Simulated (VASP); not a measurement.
Runs of VASP 6.6.1 on PtSe. The structure is that of space group F-43m (No. 216), or close to it. The cells are those of the table. 

```csv
task,level,cell,k mesh,cutoff (eV),smearing,grid for exact exchange (PRECFOCK),share of exact exchange,screening parameter,gap on the mesh (eV),pressure (GPa)
single point,B3LYP,"a = 4.296 Å, angles 60.0°, 2 atoms",4 × 4 × 4,520,fermi-dirac 0.05 eV,Normal,-,-,none,-9.6
relaxation of cell and atoms,r2SCAN+D4,"relaxed from a = 4.296 Å, angles 60.0°, 2 atoms",8 × 8 × 8,600,fermi-dirac 0.05 eV,-,-,-,none,0.0
single point,HF,"a = 4.296 Å, angles 60.0°, 2 atoms",4 × 4 × 4,520,fermi-dirac 0.05 eV,Normal,-,-,none,(c)
single point,r2SCAN,"a = 3.990 Å, angles 60.0°, 2 atoms",8 × 8 × 8,520,fermi-dirac 0.05 eV,-,-,-,none,0.0
single point,PBE,"a = 4.296 Å, angles 60.0°, 2 atoms",8 × 8 × 8,520,fermi-dirac 0.05 eV,-,-,-,none,-11.1
single point,PBE-based screened hybrid,"a = 4.296 Å, angles 60.0°, 2 atoms",4 × 4 × 4,520,fermi-dirac 0.05 eV,Normal,0.25,0.3 1/Å,none,(a)
single point,r2SCAN+D4,"a = 3.977 Å, angles 60.0°, 2 atoms",8 × 8 × 8,520,fermi-dirac 0.05 eV,-,-,-,none,0.0
single point,PBE,"a = 4.296 Å, angles 60.0°, 2 atoms",5 × 5 × 5,520,fermi-dirac 0.04 eV,-,-,-,none,-10.9
single point,r2SCAN+rVV10,"a = 3.973 Å, angles 60.0°, 2 atoms",8 × 8 × 8,520,fermi-dirac 0.05 eV,-,-,-,none,0.4
single point,PBEsol-based screened hybrid,"a = 4.296 Å, angles 60.0°, 2 atoms",4 × 4 × 4,520,fermi-dirac 0.05 eV,Normal,0.25,0.207 1/Å,none,-15.7
single point,HSE06,"a = 4.296 Å, angles 60.0°, 2 atoms",4 × 4 × 4,520,fermi-dirac 0.05 eV,Normal,-,0.2079 1/Å,none,(b)
```

Alike in all rows: potentials or basis VASP PAW PBE potentials, release 64 (Pt, Se); no spin polarisation.

Problem. Fill in the values left out.

Solution. (a) -13.3; (b) -13.6; (c) -12.4.

Caveats: some runs use coarse meshes; spin-orbit coupling is left out, which moves the levels of the heavy elements; the PAW data sets were made with another functional, which shifts forces and pressure a little (some runs); pairwise dispersion overbinds metals, which lowers pressure and volume (some runs).

A k mesh can miss the band edges, and the runs leave out spin-orbit coupling on Pt, Se.

A gap of «none» marks levels without a gap at the run's occupations.
